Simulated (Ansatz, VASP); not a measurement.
## Nb3WC4: VASP beside Ansatz

```
CELL_PARAMETERS angstrom
4.45359 0.00000 0.00000
0.00000 4.45359 0.00000
0.00000 0.00000 4.45359
ATOMIC_POSITIONS crystal
Nb 0.50000 0.00000 0.50000
Nb 0.50000 0.50000 0.00000
Nb 0.00000 0.50000 0.50000
W 0.00000 0.00000 0.00000
C 0.50000 0.00000 0.00000
C 0.50000 0.50000 0.50000
C 0.00000 0.50000 0.00000
C 0.00000 0.00000 0.50000
```

Alike in both runs: functional PBE; k mesh 4 × 4 × 4; occupations gaussian, width 0.2 eV; no spin polarisation.

Ansatz relaxed the structure, and its values are those at the end. VASP's run is a single point on that final structure, the one shown.

|  | VASP | Ansatz |
| --- | --- | --- |
| version | VASP 6.6.1 | Ansatz 0.2.0 |
| potentials or method | VASP PAW PBE potentials, release 64 (Nb_sv, W_sv, C), cutoff 600 eV | scalar-relativistic, plane waves, PAW |
| valence electrons in the cell | 69 | 69 |

VASP gave:

- gap on the k mesh at the Fermi level (eV): none
- pressure (GPa): -0.5

**Question.** What did Ansatz give for the same quantities?

**Answer.** gap on the k mesh at the Fermi level (eV): none; pressure (GPa): -0.2.

A gap of «none» marks a metal or a gap that the smearing closes. With one functional, cell and mesh, what is left measures potentials, basis and numerics.

Neither program's run includes spin-orbit coupling.
